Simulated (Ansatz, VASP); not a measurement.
## BaRe: VASP beside Ansatz

Contents of POSCAR:

```
BaRe
1.0
    3.7533246390      0.0000000000      0.0000000000
    0.0000000000      3.7533246390      0.0000000000
    0.0000000000      0.0000000000      3.7533246390
Ba Re
1 1
Direct
    0.0000000000      0.0000000000      0.0000000000
    0.5000000000      0.5000000000      0.5000000000
```

INCAR.step1

```
PREC = Accurate
ENCUT = 610
ISMEAR = 0
SIGMA = 0.05
LREAL = False
LASPH = True
NELM = 120
NBANDS = 20
GGA = PE
ALGO = Normal
EDIFF = 1E-5
LWAVE = True
LCHARG = False
GGA_COMPAT = False
```

Contents of INCAR.step2:

```
PREC = Accurate
ENCUT = 610
EDIFF = 1E-6
ISMEAR = 0
SIGMA = 0.05
LREAL = False
LASPH = True
NELM = 120
ALGO = Normal
ISIF = 2
LWAVE = False
LCHARG = False
METAGGA = R2SCAN
LMIXTAU = True
NBANDS = 20
ISTART = 1
GGA_COMPAT = False
```

The input KPOINTS:

```
regular mesh
0
Gamma
  10 10 10
```

Input for Ansatz:

```yaml
crystal:
  lattice:
    - [3.753324639, 0.0, 0.0]
    - [0.0, 3.753324639, 0.0]
    - [0.0, 0.0, 3.753324639]
  atoms:
    - { symbol: Ba, position: [0.0, 0.0, 0.0] }
    - { symbol: Re, position: [0.5, 0.5, 0.5] }
basis:
  ecutwfc: 500
  ecutrho_ratio: 4
kpoints:
  mp_grid: { grid: [10, 10, 10] }
hamiltonian:
  xc: r2scan
scf:
  occupations: { method: gaussian, width: 0.05 }
output:
  forces: true
  stress: true
  eigenvalues: true
  write_density: true
  write_potential: true
  elf: true
  volumetric_format: npy
```

Alike in both runs: task single point; functional r2SCAN; k mesh 10 × 10 × 10; occupations gaussian, width 0.05 eV; no spin polarisation.

|  | VASP | Ansatz |
| --- | --- | --- |
| version | VASP 6.6.1 | Ansatz 0.2.0 |
| potentials or method | VASP PAW PBE potentials, release 64 (Ba_sv, Re_sv_GW), cutoff 610 eV | scalar-relativistic, plane waves, PAW |
| valence electrons in the cell | 25 | 25 |

```csv
,VASP,Ansatz,Ansatz less VASP
gap on the k mesh at the Fermi level (eV),none,none,-
pressure (GPa),-0.3,-1.7,-1.37
```

VASP's potentials were made for PBE, not for r2SCAN. A gap of «none» marks a metal or a gap that the smearing closes.

Neither program's run includes spin-orbit coupling.
